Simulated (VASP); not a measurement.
Set up this calculation in VASP 6.6.1, as the native input.

| Property | Result |
| --- | --- |
| Task | relaxation of cell and atoms |
| Functional | PBE |
| Dispersion | D3(BJ) |
| Potentials or basis | VASP PAW PBE potentials, release 64 (Ga_d, Co) |
| Cutoff | 600 eV |
| k mesh | 14 × 14 × 14 |
| Occupations | gaussian, width 0.1 eV |
| Spin | collinear spin, ferrimagnetic start |
| Starting moments | [-0.01, 0.18] μB |
| Dipole correction | no |
| Further INCAR settings | ALGO = Normal; EDIFF = 1e-06; IBRION = 2; EDIFFG = -0.005; NSW = 70; ISIF = 3 |

The structure of GaCo lies in POSCAR:

```
GaCo
1.0
    2.8817643550      0.0000000000      0.0000000000
    0.0000000000      2.8817643550      0.0000000000
    0.0000000000      0.0000000000      2.8817643550
Ga Co
1 1
Direct
    0.5000000000      0.5000000000      0.5000000000
    0.0000000000      0.0000000000      0.0000000000
```

The input as run:

INCAR

```
PREC = Accurate
ENCUT = 600
EDIFF = 1E-6
ISMEAR = 0
SIGMA = 0.1
LREAL = F
LASPH = T
NELM = 150
ALGO = Normal
ISIF = 3
LWAVE = F
LCHARG = F
ISPIN = 2
MAGMOM = -0.01 0.18
LORBIT = 11
LMAXMIX = 4
GGA = PE
IVDW = 12
IBRION = 2
NSW = 70
EDIFFG = -0.005
```

KPOINTS

```
Automatic mesh
0
Gamma
  14 14 14
```

Potentials or basis: VASP PAW PBE potentials, release 64 (Ga_d, Co).

Command:

```bash
$ cat potpaw_PBE.64/Ga_d/POTCAR potpaw_PBE.64/Co/POTCAR > POTCAR
$ mpirun -np 1 vasp_std > vasp.out
```

It gave:

```
Relaxed volume                                        : 11.58 Å³/atom
Relaxed cell                                          : a = 2.851 Å, b = 2.851 Å, c = 2.851 Å, α = 90.00°, β = 90.00°, γ = 90.00°
Space group after relaxing (to 0.05 Å)                : Pm-3m (No. 221)
Energy gained by relaxing                             : 7.3 meV/atom
Ionic steps                                           : 3
Pressure after relaxing                               : 0.0 GPa
Band gap on the k mesh                                : zero (filled and empty bands overlap)
Net moment                                            : 0.00 μB per cell
Valence electrons inside the program's atomic spheres : Ga 11.83; Co 8.41
Dispersion energy per atom                            : -0.444 eV
```

Caveat: pairwise dispersion overbinds metals, which lowers pressure and volume.

Run time: 89 s on 1 thread of Intel(R) Xeon(R) Platinum 8559C (Emerald Rapids), on a shared host, peak memory 0.24 GiB.
